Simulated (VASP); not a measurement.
# Si2Mo (AlB2 type) (P6/mmm) in VASP: notebook, part 2 of 2

VASP 6.6.1. The steps go on from the part before.

## Step 3: Relaxation of cell and atoms, PBE, target pressure 28 GPa, at which the enthalpy is minimised

This run uses another cell than the first one, of 12.36 Å³/atom.

INCAR

```
SYSTEM = Si2Mo
PREC = Accurate
ENCUT = 600
EDIFF = 1E-6
ISMEAR = -1
SIGMA = 0.05
LREAL = .False.
LASPH = .True.
NELM = 80
ALGO = Normal
ISIF = 3
LWAVE = .False.
LCHARG = .False.
GGA = PE
IBRION = 2
NSW = 32
EDIFFG = -0.005
PSTRESS = 280.0
```

KPOINTS

```
Automatic mesh
0
Gamma
  9 9 7
  0 0 0
```

POSCAR

```
Si2Mo
1.0
    4.1146018074      0.0000000000      0.0000000000
   -2.0573009037      3.5633496916      0.0000000000
    0.0000000000      0.0000000000      2.5295469428
Mo Si
1 2
Direct
    0.0000000000      0.0000000000      0.0000000000
    0.3333333333      0.6666666667      0.5000000000
    0.6666666667      0.3333333333      0.5000000000
```

Potentials or basis: VASP PAW PBE potentials, release 64 (Mo_sv, Si).

Launch:

```console
> cat potpaw_PBE.64/Mo_sv/POTCAR potpaw_PBE.64/Si/POTCAR > POTCAR
> mpirun -np 1 vasp_std > vasp.out
```

OUTCAR:

```text
SYSTEM = Si2Mo
   PREC = Accurate
   ENCUT = 600
   EDIFF = 1E-6
   ISMEAR = -1
   LREAL = .False.
   LASPH = .True.
   NELM = 80
   ISIF = 3
   GGA = PE
   IBRION = 2
   NSW = 32
   EDIFFG = -0.005
   PSTRESS = 280.0

 ion  position               nearest neighbor table
   1  0.000  0.000  0.000-   2 2.69   3 2.69   2 2.69   3 2.69   2 2.69   2 2.69   3 2.69   3 2.69
                             3 2.69   3 2.69   2 2.69   2 2.69
   2  0.333  0.667  0.500-   3 2.38   3 2.38   3 2.38   1 2.69   1 2.69   1 2.69   1 2.69   1 2.69
                             1 2.69
   3  0.667  0.333  0.500-   2 2.38   2 2.38   2 2.38   1 2.69   1 2.69   1 2.69   1 2.69   1 2.69
                             1 2.69

  LATTYP: Found a hexagonal cell.
 ALAT       =     4.1146018074
 C/A-ratio  =     0.6147732056

  Lattice vectors:

 A1 = (   4.1146018074,   0.0000000000,   0.0000000000)
 A2 = (  -2.0573009037,   3.5633496916,   0.0000000000)
 A3 = (   0.0000000000,   0.0000000000,   2.5295469428)

Analysis of symmetry for initial positions (statically):
=====================================================================
 Subroutine PRICEL returns:
 Original cell was already a primitive cell.

 Routine SETGRP: Setting up the symmetry group for a
 hexagonal supercell.

 Subroutine GETGRP returns: Found 24 space group operations
 (whereof 24 operations were pure point group operations)
 out of a pool of 24 trial point group operations.

The static configuration has the point symmetry D_6h.

Analysis of symmetry for dynamics (positions and initial velocities):
=====================================================================
 Subroutine PRICEL returns:
 Original cell was already a primitive cell.

 Routine SETGRP: Setting up the symmetry group for a
 hexagonal supercell.

 Subroutine GETGRP returns: Found 24 space group operations
 (whereof 24 operations were pure point group operations)
 out of a pool of 24 trial point group operations.

The dynamic configuration has the point symmetry D_6h.

 Subroutine INISYM returns: Found 24 space group operations
[... 133 lines left out ...]
  volume of cell :       37.09
 maximum number of plane-waves:      1258
 NGX is ok and might be reduce to    36
   NGX = 17   NGY = 17   NGZ = 11

--------------------------------------- Ionic step        1  -------------------------------------------

 number of electron      22.0000000 magnetization

 Free energy of the ion-electron system (eV)
  ---------------------------------------------------
  ext. energy  EPLUGINS =         0.00000000
  ---------------------------------------------------
  free energy    TOTEN  =       -20.92697823 eV

  energy without entropy =      -20.91507300  energy(sigma->0) =      -20.92102561

------------------------ aborting loop because EDIFF is reached ----------------------------------------

  FORCE on cell =-STRESS in cart. coord.  units (eV):
  Direction    XX          YY          ZZ          XY          YZ          ZX
  --------------------------------------------------------------------------------------
  -------------------------------------------------------------------------------------
  Total        6.4853740      6.4853740      6.5350614      0.0000000     -0.0000000      0.0000000
  in kB      280.1667611    280.1667611    282.3132440      0.0000000     -0.0000000      0.0000000
  external PRESSURE =       0.8822554 kB  Pullay stress =     280.0000000 kB
[... 65 lines left out ...]
--------------------------------------- Ionic step        3  -------------------------------------------

 number of electron      22.0000000 magnetization

 Free energy of the ion-electron system (eV)
  ---------------------------------------------------
  ext. energy  EPLUGINS =         0.00000000
  ---------------------------------------------------
  free energy    TOTEN  =       -20.92960033 eV

  energy without entropy =      -20.91765111  energy(sigma->0) =      -20.92362572

 E-fermi :  13.9527     XC(G=0): -12.8222

 val. band max:       13.8560660040   @ k =   0.2222   0.1111   0.1429
 cond. band min:      14.0043633853   @ k =   0.3333   0.1111   0.4286
 fundamental gap:      0.1482973813
 Fermi energy:        13.9526970169

 k-point     1 :       0.0000    0.0000    0.0000
  band No.  band energies     occupation
      1     -47.2862      2.00000
      2     -21.4439      2.00000
      3     -21.4439      2.00000
      4     -20.5407      2.00000
      5      -0.7250      2.00000
      6       6.9470      2.00000
      7       6.9470      2.00000
      8       9.1584      2.00000
      9       9.3284      2.00000
     10      13.0776      2.00000
     11      13.0776      2.00000
     12      15.7298      0.00000
     13      15.7298      0.00000
     14      17.6044      0.00000
[... 401 lines left out ...]
      2     -21.4252      2.00000
      3     -21.4252      2.00000
      4     -20.9114      2.00000
      5       2.7299      2.00000
      6       2.7299      2.00000
      7       6.1961      2.00000
      8      10.8830      2.00000
      9      11.1728      2.00000
     10      11.1728      2.00000
     11      14.1528      0.03589
     12      14.1528      0.03589
     13      17.0410      0.00000
     14      18.7818      0.00000
     15      18.7818      0.00000

 [... further k-points ...]
[... 5 lines left out ...]
  --------------------------------------------------------------------------------------
  -------------------------------------------------------------------------------------
  Total        6.4729028      6.4729028      6.4846364      0.0000000      0.0000000      0.0000000
  in kB      279.5152909    279.5152909    280.0219733      0.0000000      0.0000000      0.0000000
  external PRESSURE =      -0.3158150 kB  Pullay stress =     280.0000000 kB
[... 22 lines left out ...]
  energy  without entropy=      -20.9176511056  energy(sigma->0) =      -20.92362572

  enthalpy is  TOTEN    =       -14.4454728262 eV   P V=        6.4841275048

 reached required accuracy - stopping structural energy minimisation
```

CONTCAR:

```text
Si2Mo
   1.00000000000000
     4.1147063443138245    0.0000000000000000    0.0000000000000000
    -2.0573531721569123    3.5634402232173898    0.0000000000000000
     0.0000000000000000   -0.0000000000000000    2.5304384219214171
  Mo              Si
     1     2
Direct
     0.0000000000000000    1.0000000000000000    0.0000000000000000
     0.3333333332999970    0.6666666667000030    0.5000000000000000
     0.6666666667000030    0.3333333332999970    0.5000000000000000

  0.00000000E+00  0.00000000E+00  0.00000000E+00
  0.00000000E+00  0.00000000E+00  0.00000000E+00
  0.00000000E+00  0.00000000E+00  0.00000000E+00
```

Run time: 68 s. Hardware: 1 thread of Intel Xeon 8259CL, shared host; peak memory 0.19 GiB.

Results:

| Item | Value |
| --- | --- |
| Free energy | -20.9296 eV |
| Relaxed volume | 12.37 Å³/atom |
| Relaxed cell | a = 4.115 Å, b = 4.115 Å, c = 2.530 Å, α = 90.00°, β = 90.00°, γ = 120.00° |
| Space group after relaxing (to 0.1 Å) | P6/mmm (No. 191) |
| Energy change on relaxing (the run minimises the enthalpy) | -0.9 meV/atom |
| Ionic steps | 3 |
| Pressure after relaxing | 28.0 GPa |
| Band gap on the k mesh | zero (bands 11 and 12 overlap by 2.08 eV) |

The path:
| step | energy change (eV) | largest force (eV/Å) | pressure (GPa) | volume (Å³) |
| --- | --- | --- | --- | --- |
| 1 | 0.0000 | 0.0000 | 28.09 | 37.09 |
| 2 | -0.0064 | 0.0000 | 27.78 | 37.12 |
| 3 | -0.0026 | 0.0000 | 27.97 | 37.10 |

Final structure:
```yaml
crystal:
  lattice:
    - [4.11471, 0.00000, 0.00000]
    - [-2.05735, 3.56344, 0.00000]
    - [0.00000, 0.00000, 2.53044]
  atoms:
    - { symbol: Mo, position: [0.00000, 0.00000, 0.00000] }
    - { symbol: Si, position: [0.33333, 0.66667, 0.50000] }
    - { symbol: Si, position: [0.66667, 0.33333, 0.50000] }
```

Levels at points of the mesh, in eV from the Fermi level:
| k point | band 9 | band 10 | band 11 | band 12 | band 13 | band 14 |
| --- | --- | --- | --- | --- | --- | --- |
| (0.00, 0.00, 0.00) | -4.62 | -0.88 | -0.88 | 1.78 | 1.78 | 3.65 |

Caveat: the cell is relaxed towards a set pressure, so the run minimises the enthalpy, not the energy.

The gap in the log of VASP goes by the Fermi energy; the results here count the filled bands.